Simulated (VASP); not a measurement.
# Ni: single point with LDA

Crystal: Ni.

```xyz
1
Lattice="0.0000 1.7584 1.7584 1.7584 0.0000 1.7584 1.7584 1.7584 0.0000" Properties=species:S:1:pos:R:3 pbc="T T T"
Ni    0.0000    0.0000    0.0000
```

```
Program                : VASP 6.6.1
Task                   : single point
Functional             : LDA
Potentials or basis    : VASP PAW LDA potentials, release 64 (Ni)
Cutoff                 : 520 eV
k mesh                 : 12 × 12 × 12
Occupations            : gaussian, width 0.1 eV
Spin                   : collinear spin, ferromagnetic start
Starting moments       : [0.48] μB
Fixed moment           : 0.48 μB
Dipole correction      : no
Further INCAR settings : ALGO = Normal; EDIFF = 1e-07; NBANDS = 15
```

```
Pressure                                              : -17.3 GPa
Net moment                                            : 0.48 μB per cell
Site moments                                          : Ni +0.49 μB
Valence electrons inside the program's atomic spheres : Ni 9.32
```

It took 27 s on 1 thread of Intel Xeon 8259CL, with other jobs on the host, peak memory 0.13 GiB.

Caveat: the cell stands under tension; the total moment is fixed, so each spin has its own Fermi level.
